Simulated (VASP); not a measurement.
Input of a VASP 6.6.1 run:

File INCAR:

```
PREC = Accurate
ENCUT = 520
EDIFF = 1E-7
ISMEAR = 0
SIGMA = 0.1
LREAL = False
LASPH = True
NELM = 100
ALGO = Normal
ISIF = 2
LWAVE = False
LCHARG = True
GGA = PS
LELF = True
LVHAR = True
NBANDS = 16
```

File KPOINTS:

```
Automatic mesh
0
Gamma
  18 18 10
```

File POSCAR:

```
Ir
1.0
    2.6910234623      0.0000000000      0.0000000000
   -1.3455117311      2.3304946805      0.0000000000
    0.0000000000      0.0000000000      4.3652377000
Ir
2
Direct
    0.6666666667      0.3333333333      0.7500000000
    0.3333333333      0.6666666667      0.2500000000
```

Potentials or basis: VASP PAW PBE potentials, release 64 (Ir).

Command:

```console
$ cat potpaw_PBE.64/Ir/POTCAR > POTCAR
$ mpirun -np 1 vasp_std > vasp.out
```

(1) What does it give for the pressure?

(2) Estimate the band gap on the k mesh.

Results:

(1) 13.8 GPa.

(2) zero (band 9 reaches 12.01 eV, above the bottom of band 10 at 8.46 eV).

Caveat: the PAW data sets were made with another functional, which shifts forces and pressure a little; spin-orbit coupling is left out, which moves the levels of the heavy elements.
